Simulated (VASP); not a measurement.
Write the native input for VASP 6.6.1 that does the following.

```yaml
Task: single point
Functional: PBE
Potentials_or_basis: VASP PAW PBE potentials, release 64 (Al, Cu)
Cutoff: 520 eV
k_mesh: 4 × 4 × 4
Occupations: gaussian, width 0.1 eV
Spin: no spin polarisation
Dipole_correction: no
Further_INCAR_settings: ALGO = Normal; EDIFF = 1e-06; NBANDS = 16
```

The structure of Al2Cu lies in POSCAR:

```
Al2Cu
1.0
    4.1051820000      0.0000000000      0.0000000000
    0.0000000000      4.1051820000      0.0000000000
    0.0000000000      0.0000000000      2.8913130000
Al Cu
2 1
Direct
    0.5000000000      0.0000000000      0.5000000000
    0.0000000000      0.5000000000      0.5000000000
    0.0000000000      0.0000000000      0.0000000000
```

These files were run (other wordings do the same):

INCAR

```
SYSTEM = Al2Cu
PREC = Accurate
ENCUT = 520
EDIFF = 1E-6
ISMEAR = 0
SIGMA = 0.1
LREAL = .False.
LASPH = .True.
NELM = 80
ALGO = Normal
ISIF = 2
LWAVE = .False.
LCHARG = .False.
GGA = PE
NBANDS = 16
```

KPOINTS

```
Automatic mesh
0
Gamma
  4 4 4
  0 0 0
```

Potentials or basis: VASP PAW PBE potentials, release 64 (Al, Cu).

Launch:

```bash
$ cat potpaw_PBE.64/Al/POTCAR potpaw_PBE.64/Cu/POTCAR > POTCAR
$ mpirun -np 1 vasp_std > vasp.out
```

It gave:

```
Pressure : 1.1 GPa
```

Caveat: the k points lie up to 0.54 Å⁻¹ apart.

Run time: 13 s on 1 thread of Intel(R) Xeon(R) Platinum 8259CL CPU @ 2.50GHz (Skylake/Cascade Lake) (shared host), peak memory 0.16 GiB.
